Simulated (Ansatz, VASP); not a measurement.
# AlTlS3: VASP beside Ansatz

```
Al Tl S
1.0
     3.74657    0.00161    0.30277
     0.00865    6.46663   -0.24924
     0.81160   -0.39208   10.17323
Al Tl S
2 2 6
Direct
  0.61473 0.12495 0.18884
  0.11475 0.62495 0.18879
  0.79162 0.40619 0.80005
  0.29127 0.90623 0.80013
  0.17640 0.94010 0.04926
  0.67652 0.44007 0.04919
  0.06803 0.30465 0.29714
  0.56799 0.80461 0.29715
  0.34950 0.22408 0.66469
  0.84918 0.72418 0.66475
```

Change from the starting cell: cell x2, atoms moved at random (sigma 0.05 Å) and cell strained at random (1.5 %), then relaxed without symmetry.

Alike in both runs: functional PBE; k mesh 4 × 2 × 2; occupations gaussian, width 0.1 eV; no spin polarisation.

Ansatz relaxed the structure, and its values are those at the end. VASP's run is a single point on that final structure, the one shown.

|  | VASP | Ansatz |
| --- | --- | --- |
| version | VASP 6.6.1 | Ansatz 0.2.0 |
| potentials or method | VASP PAW PBE potentials, release 64 (Al, Tl_d, S), cutoff 520 eV | scalar-relativistic, plane waves, PAW |
| valence electrons in the cell | 68 | 68 |

```csv
,VASP,Ansatz,Ansatz less VASP
gap on the k mesh at the Fermi level (eV),1.19,1.16,-0.021
least direct gap on the mesh (eV),1.35,1.33,-0.018
pressure (GPa),-0.1,0.0,+0.11
rms of the force components (eV/Å),0.007,0.002,-0.0048
```

The k mesh is coarse, so the values compare programs but aren't converged. Neither program's run includes spin-orbit coupling.
